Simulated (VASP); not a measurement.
# Hg3Se2S (C2) in VASP: relaxation of cell and atoms with LDA

Aim: the relaxation of cell and atoms of Hg3Se2S with LDA.

Program: VASP 6.6.1. These are calculated values, not measurements. Logs are shortened: lines on timing, memory, paths and dates and some standing lists are left out, and cuts for length are marked.

## 1. The cell of the first run

Symmetry: C2, No. 5, monoclinic system. The conventional cell has a = 6.970 Å, b = 4.024 Å, c = 9.416 Å, α = 90.00°, β = 90.00°, γ = 90.00°. Hg (site symmetry 2) has 6 Se at 2.52 to 3.13 Å within 3.3 Å. Hg (site symmetry 1) has 3 Se at 2.52 to 3.13 Å and 3 S at 2.52 to 3.13 Å within 3.3 Å. S (site symmetry 2) has 6 Hg at 2.52 to 3.13 Å within 3.3 Å. Within 3.3 Å of Se (site symmetry 1) lie 6 Hg at 2.52 to 3.13 Å.

## 2. Relaxation of cell and atoms, LDA, target pressure 8.5 GPa, at which the enthalpy is minimised

INCAR reads:

```
SYSTEM = Hg3Se2S
PREC = Accurate
ENCUT = 600
EDIFF = 1E-6
ISMEAR = 0
SIGMA = 0.03
LREAL = .FALSE.
LASPH = .TRUE.
NELM = 100
ALGO = Normal
ISIF = 3
LWAVE = .FALSE.
LCHARG = .FALSE.
GGA = CA
IBRION = 2
NSW = 80
EDIFFG = -0.005
PSTRESS = 85.0
```

KPOINTS reads:

```
regular mesh
0
G
  9 9 4
  0 0 0
```

POSCAR reads:

```
Hg3Se2S
1.0
    4.0240262700      0.0000000000      0.0000000000
   -2.0120136300      3.4849089000      0.0000000000
    0.0000000000      0.0000000000      9.4159632600
Hg S Se
3 1 2
Direct
    0.6626180000      0.6626180000      0.0000000000
    0.3373820000      0.0000000000      0.6666670000
    0.0000000000      0.3373820000      0.3333330000
    0.5615470000      0.5615470000      0.5000000000
    0.4384530000      0.0000000000      0.1666670000
    0.0000000000      0.4384530000      0.8333330000
```

Potentials or basis: VASP PAW LDA potentials, release 64 (Hg, S, Se).

The run is started by

```sh
> cat potpaw_LDA.64/Hg/POTCAR potpaw_LDA.64/S/POTCAR potpaw_LDA.64/Se/POTCAR > POTCAR
> mpirun -np 1 vasp_std > vasp.out
```

OUTCAR:

```text
SYSTEM = Hg3Se2S
   PREC = Accurate
   ENCUT = 600
   EDIFF = 1E-6
   ISMEAR = 0
   LREAL = .FALSE.
   LASPH = .TRUE.
   NELM = 100
   ISIF = 3
   GGA = CA
   IBRION = 2
   NSW = 80
   EDIFFG = -0.005
   PSTRESS = 85.0

 ion  position               nearest neighbor table
   1  0.663  0.663  0.000-   6 2.52   5 2.52   6 2.83   5 2.83   5 3.13   6 3.13
   2  0.337  0.000  0.667-   6 2.52   4 2.52   6 2.83   4 2.83   6 3.13   4 3.13
   3  0.000  0.337  0.333-   5 2.52   4 2.52   5 2.83   4 2.83   5 3.13   4 3.13
   4  0.562  0.562  0.500-   3 2.52   2 2.52   3 2.83   2 2.83   2 3.13   3 3.13
   5  0.438  0.000  0.167-   3 2.52   1 2.52   3 2.83   1 2.83   3 3.13   1 3.13
   6  0.000  0.438  0.833-   2 2.52   1 2.52   2 2.83   1 2.83   2 3.13   1 3.13

  LATTYP: Found a hexagonal cell.
 ALAT       =     4.0240262700
 C/A-ratio  =     2.3399358325

  Lattice vectors:

 A1 = (   4.0240262700,   0.0000000000,   0.0000000000)
 A2 = (  -2.0120136300,   3.4849089000,   0.0000000000)
 A3 = (   0.0000000000,   0.0000000000,   9.4159632600)

Analysis of symmetry for initial positions (statically):
=====================================================================
 Subroutine PRICEL returns:
 Original cell was already a primitive cell.

 Routine SETGRP: Setting up the symmetry group for a
 hexagonal supercell.

 Subroutine GETGRP returns: Found  2 space group operations
 (whereof  2 operations were pure point group operations)
 out of a pool of 24 trial point group operations.

The static configuration has the point symmetry C_2 .

Analysis of symmetry for dynamics (positions and initial velocities):
=====================================================================
 Subroutine PRICEL returns:
 Original cell was already a primitive cell.

 Routine SETGRP: Setting up the symmetry group for a
 hexagonal supercell.

 Subroutine GETGRP returns: Found  2 space group operations
 (whereof  2 operations were pure point group operations)
 out of a pool of 24 trial point group operations.

The dynamic configuration has the point symmetry C_2 .

 Subroutine INISYM returns: Found  2 space group operations
 (whereof  2 operations are pure point group operations),
 and found     1 'primitive' translations

----------------------------------------------------------------------------------------

                                     Primitive cell

  volume of cell :     132.0435

  direct lattice vectors                    reciprocal lattice vectors
     4.024026270  0.000000000  0.000000000     0.248507324  0.143475809  0.000000000
    -2.012013630  3.484908900  0.000000000     0.000000000  0.286951547  0.000000000
     0.000000000  0.000000000  9.415963260     0.000000000  0.000000000  0.106202623

  length of vectors
     4.024026270  4.024026452  9.415963260     0.286951560  0.286951547  0.106202623

  position of ions in fractional coordinates (direct lattice)
     0.662618000  0.662618000  0.000000000
     0.337382000  0.000000000  0.666667000
     0.000000000  0.337382000  0.333333000
     0.561547000  0.561547000  0.500000000
     0.438453000  0.000000000  0.166667000
     0.000000000  0.438453000  0.833333000

  ion indices of the primitive-cell ions
   primitive index   ion index
                 1           1
                 2           2
                 3           3
                 4           4
                 5           5
                 6           6

----------------------------------------------------------------------------------------

 KPOINTS: regular mesh

Automatic generation of k-mesh.
 Grid dimensions read from file:
 generate k-points for:    9    9    4

 Generating k-lattice:

  Cartesian coordinates                     Fractional coordinates (reciprocal lattice)
     0.027611925  0.015941757  0.000000000     0.111111111  0.000000000  0.000000000
     0.000000000  0.031883505  0.000000000     0.000000000  0.111111111  0.000000000
     0.000000000  0.000000000  0.026550656     0.000000000  0.000000000  0.250000000

  Length of vectors
     0.031883507  0.031883505  0.026550656

  Shift w.r.t. Gamma in fractional coordinates (k-lattice)
     0.000000000  0.000000000  0.000000000

 Subroutine IBZKPT returns following result:
 ===========================================

 Found     95 irreducible k-points:

 Following reciprocal coordinates:
            Coordinates               Weight
  0.000000  0.000000  0.000000      1.000000
  0.111111  0.000000  0.000000      4.000000
 -0.111111  0.111111  0.000000      2.000000
  0.222222  0.000000  0.000000      4.000000
 -0.222222  0.222222  0.000000      2.000000
  0.333333  0.000000  0.000000      4.000000
[... 16 lines left out ...]
 -0.222222 -0.444444  0.000000      4.000000
  0.444444  0.333333  0.000000      4.000000
 [... further k-points ...]
   k-points           NKPTS =     95   k-points in BZ     NKDIM =     95   number of bands    NBANDS=     32
   number of dos      NEDOS =    301   number of ions     NIONS =      6
   total plane-waves  NPLWV =  81920
   dimension x,y,z NGX =    32 NGY =   32 NGZ =   80
   dimension x,y,z NGXF=    64 NGYF=   64 NGZF=  160
   ions per type =               3   1   2
   NGX,Y,Z   is equivalent  to a cutoff of  13.22, 13.22, 14.12 a.u.
   NGXF,Y,Z  is equivalent  to a cutoff of  26.44, 26.44, 28.25 a.u.
 SYSTEM =  Hg3Se2S
   PREC   = accura    normal or accurate (medium, high low for compatibility)
   ISTART =      0    job   : 0-new  1-cont  2-samecut
   ICHARG =      2    charge: 1-file 2-atom 10-const
   ISPIN  =      1    spin polarized calculation?
   LNONCOLLINEAR =      F non collinear calculations
   LSORBIT =      F    spin-orbit coupling
   LASPH  =      T    aspherical Exc in radial PAW
   ENCUT  =  600.0 eV  44.10 Ry    6.64 a.u.   8.04  8.04 18.81*2*pi/ulx,y,z
   NELM   =    100;   NELMIN=  2; NELMDL= -5     # of ELM steps
   EDIFF  = 0.1E-05   stopping-criterion for ELM
   LREAL  =      F    real-space projection
   EDIFFG = -.5E-02   stopping-criterion for IOM
   NSW    =     80    number of steps for IOM
   IBRION =      2    ionic relax: 0-MD 1-quasi-New 2-CG
   NFREE  =      1    steps in history (QN), initial steepest desc. (CG)
   ISIF   =      3    stress and relaxation
   ISYM   =      2    0-nonsym 1-usesym 2-fastsym
   POTIM  = 0.5000    time-step for ionic-motion
   TEBEG  =    0.0;   TEEND  =   0.0 temperature during run
   PSTRESS=   85.0 pullay stress
   NELECT =      54.0000    total number of electrons
   NUPDOWN=      -1.0000    fix difference up-down
   EMIN   =  10.00;   EMAX   =-10.00  energy-range for DOS
   EFERMI =   0.00;   METHOD = LEGACY
   ISMEAR =     0;   SIGMA  =   0.03  broadening in eV -4-tet -1-fermi 0-gaus
   EFERMI_NEDOS =   21; number of points for ismear=-14 and -15
   IALGO  =     38    algorithm
   IMIX   =      4    mixing-type and parameters
     AMIX     =   0.40;   BMIX     =  1.00
     AMIX_MAG =   1.60;   BMIX_MAG =  1.00
  volume/ion in A,a.u.               =      22.01       148.51
  Fermi-wavevector in a.u.,A,eV,Ry     =   1.215161  2.296321 20.090577  1.476616
  Thomas-Fermi vector in A             =   2.350557
   LORBIT       =      0    0 simple, 1 ext, 2 COOP (PROOUT), +10 PAW based schemes
   GGA     = CA    functional components
   LHFCALC =     F    Hartree Fock is set to
   AEXX    =    0.0000 exact exchange contribution
   IVDW    =     0    specifies the selected vdW correction
   LEPSILON=     F    determine dielectric tensor
   LRPA    =     F    only Hartree local field effects (RPA)
 conjugate gradient relaxation of ions
 non-spin polarized calculation
 Gauss-broadening in eV      SIGMA  =   0.03
  energy-cutoff  :      600.00
  volume of cell :      132.04
 maximum number of plane-waves:      4426
   NGX = 17   NGY = 17   NGZ = 37

--------------------------------------- Ionic step        1  -------------------------------------------

 number of electron      54.0000002 magnetization

 Free energy of the ion-electron system (eV)
  ---------------------------------------------------
  ext. energy  EPLUGINS =         0.00000000
  ---------------------------------------------------
  free energy    TOTEN  =       -16.69842821 eV

  energy without entropy =      -16.69842821  energy(sigma->0) =      -16.69842821

------------------------ aborting loop because EDIFF is reached ----------------------------------------

  FORCE on cell =-STRESS in cart. coord.  units (eV):
  Direction    XX          YY          ZZ          XY          YZ          ZX
  --------------------------------------------------------------------------------------
  -------------------------------------------------------------------------------------
  Total        2.4028128      2.4283783      2.3996291      0.0221401      0.3344965     -0.5793650
  in kB       29.1550325     29.4652361     29.1164025      0.2686411      4.0586837     -7.0298469
  external PRESSURE =     -55.7544430 kB  Pullay stress =      85.0000000 kB
[... 109 lines left out ...]
  energy  without entropy=      -16.4587481215  energy(sigma->0) =      -16.45874812

  enthalpy is  TOTEN    =        -9.8564614825 eV   P V=        6.6022866391

[... ionic steps 4 to 55 ...]

--------------------------------------- Ionic step       56  -------------------------------------------

 number of electron      54.0000005 magnetization

------------------------ aborting loop because EDIFF is reached ----------------------------------------
[... 79 lines left out ...]
--------------------------------------- Ionic step       58  -------------------------------------------

 number of electron      54.0000005 magnetization

 Free energy of the ion-electron system (eV)
  ---------------------------------------------------
  ext. energy  EPLUGINS =         0.00000000
  ---------------------------------------------------
  free energy    TOTEN  =       -16.36513630 eV

  energy without entropy =      -16.36496022  energy(sigma->0) =      -16.36504826

 E-fermi :   4.5197     XC(G=0): -11.1690

 val. band max:        4.4900129526   @ k =  -0.1111   0.1111   0.0000
 cond. band min:       4.5564055336   @ k =   0.0000   0.1111   0.2500
 fundamental gap:      0.0663925810
 Fermi energy:         4.5197359227

 k-point     1 :       0.0000    0.0000    0.0000
  band No.  band energies     occupation
      1     -10.2099      2.00000
      2      -9.2444      2.00000
      3      -9.0456      2.00000
      4      -3.5421      2.00000
      5      -3.3857      2.00000
      6      -3.3614      2.00000
[... 829 lines left out ...]
     31       9.2238      0.00000
     32       9.5334      0.00000

 [... further k-points ...]

------------------------ aborting loop because EDIFF is reached ----------------------------------------

  FORCE on cell =-STRESS in cart. coord.  units (eV):
  Direction    XX          YY          ZZ          XY          YZ          ZX
  --------------------------------------------------------------------------------------
  -------------------------------------------------------------------------------------
  Total        6.4159451      6.4154373      6.4069553     -0.0004893      0.0025051     -0.0043391
  in kB       84.8479628     84.8412473     84.7290772     -0.0064706      0.0331284     -0.0573826
  external PRESSURE =      -0.1939042 kB  Pullay stress =      85.0000000 kB
[... 25 lines left out ...]
  energy  without entropy=      -16.3649602243  energy(sigma->0) =      -16.36504826

  enthalpy is  TOTEN    =        -9.9376946097 eV   P V=        6.4274416933

 reached required accuracy - stopping structural energy minimisation
```

Run time: 1.8 h. Hardware: 1 thread of Intel Xeon Platinum 8559C (Emerald Rapids), shared host; peak memory 0.58 GiB.

Results:

- Free energy: -16.3651 eV
- Relaxed volume: 20.19 Å³/atom
- Relaxed cell: a = 3.864 Å, b = 3.864 Å, c = 9.355 Å, α = 89.98°, β = 90.02°, γ = 119.86°
- Space group after relaxing (to 0.05 Å): C2 (No. 5)
- Energy change on relaxing (the enthalpy is what falls): +55.5 meV/atom
- Ionic steps: 58
- Pressure after relaxing: 8.5 GPa
- Largest force after relaxing: 0.004 eV/Å
- Band gap on the k mesh: zero (band 27 reaches 4.69 eV, above the bottom of band 28 at 4.22 eV)

Forces on the atoms (eV/Å):
```
Hg   0.000 -0.001  0.000
Hg   0.004 -0.001 -0.001
Hg  -0.003  0.003  0.001
S    0.001  0.002  0.000
Se  -0.002 -0.001  0.000
Se   0.001 -0.002  0.000
```

The path:
```tsv
step	energy change (eV)	largest force (eV/Å)	pressure (GPa)	volume (Å³)
1	0.0000	0.7566	2.92	132.04
3	0.2397	0.5793	9.05	124.45
5	0.1973	0.2868	8.52	124.52
7	0.1650	0.0458	7.48	124.66
9	0.2318	0.1048	8.57	123.32
11	0.2540	0.0978	8.62	122.84
13	0.2422	0.0266	8.15	123.03
15	0.2700	0.0461	8.51	122.49
17	0.2790	0.0584	8.57	122.32
19	0.3138	0.0782	8.80	121.61
21	0.3451	0.0847	9.05	120.99
23	0.3450	0.0771	8.86	120.97
25	0.3454	0.0734	8.75	120.96
27	0.3279	0.0593	8.48	121.28
29	0.3166	0.0506	8.36	121.49
31	0.3252	0.0275	8.54	121.31
33	0.3231	0.0185	8.51	121.35
35	0.3218	0.0186	8.48	121.37
37	0.3267	0.0206	8.55	121.28
39	0.3236	0.0278	8.41	121.34
41	0.3262	0.0192	8.48	121.29
43	0.3296	0.0085	8.49	121.22
45	0.3324	0.0056	8.51	121.17
47	0.3332	0.0060	8.51	121.15
49	0.3337	0.0058	8.53	121.14
51	0.3313	0.0052	8.51	121.19
53	0.3306	0.0052	8.46	121.20
55	0.3311	0.0057	8.46	121.19
57	0.3313	0.0062	8.48	121.19
58	0.3333	0.0044	8.48	121.15
```

Final structure:
```
Hg S Se
1.0
     3.86441    0.00465   -0.00101
    -1.92818    3.34901    0.00101
    -0.00129    0.00075    9.35470
Hg S Se
3 1 2
Direct
  0.67549 0.67549 0.00000
  0.33025 0.00008 0.65845
  0.00008 0.33026 0.34155
  0.58813 0.58813 0.50000
  0.40041 0.00562 0.17060
  0.00562 0.40041 0.82940
```

Caveat: the cell is relaxed towards a set pressure, so the enthalpy falls and the energy may rise; spin-orbit coupling is left out, which moves the levels of the heavy elements.
